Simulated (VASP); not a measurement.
Input of a VASP 6.6.1 run:

File INCAR:

```
PREC = Accurate
ENCUT = 520
EDIFF = 1E-6
ISMEAR = 0
SIGMA = 0.15
LREAL = False
LASPH = True
NELM = 60
ALGO = Normal
ISIF = 2
LWAVE = False
LCHARG = False
GGA = PS
NBANDS = 39
```

Contents of KPOINTS:

```
Automatic mesh
0
Gamma
  12 12 12
```

POSCAR

```
Zr2O
1.0
    4.2767858792      0.0000000000      0.0000000000
    0.0000000000      4.2767858792      0.0000000000
    0.0000000000      0.0000000000      6.0473752332
Zr O
4 2
Direct
    0.2500000000      0.2500000000      0.7500000000
    0.7500000000      0.2500000000      0.2500000000
    0.2500000000      0.7500000000      0.2500000000
    0.7500000000      0.7500000000      0.7500000000
    0.0000000000      0.0000000000      0.0000000000
    0.5000000000      0.5000000000      0.5000000000
```

Potentials or basis: VASP PAW PBE potentials, release 64 (Zr_sv, O).

The run is started by

```console
$ cat potpaw_PBE.64/Zr_sv/POTCAR potpaw_PBE.64/O/POTCAR > POTCAR
$ mpirun -np 1 vasp_std > vasp.out
```

Problem. What does it give for the band gap on the k mesh?

Solution. Zero (bands 30 and 31 overlap by 1.25 eV).

Problem. What does it give for the pressure?

Solution. -2.6 GPa.

Stress tensor (GPa, compression positive):
```
  5.56   0.00   0.00
  0.00   5.56   0.00
  0.00   0.00 -18.90
```

Caveat: the PAW data sets were made with another functional, which shifts forces and pressure a little.
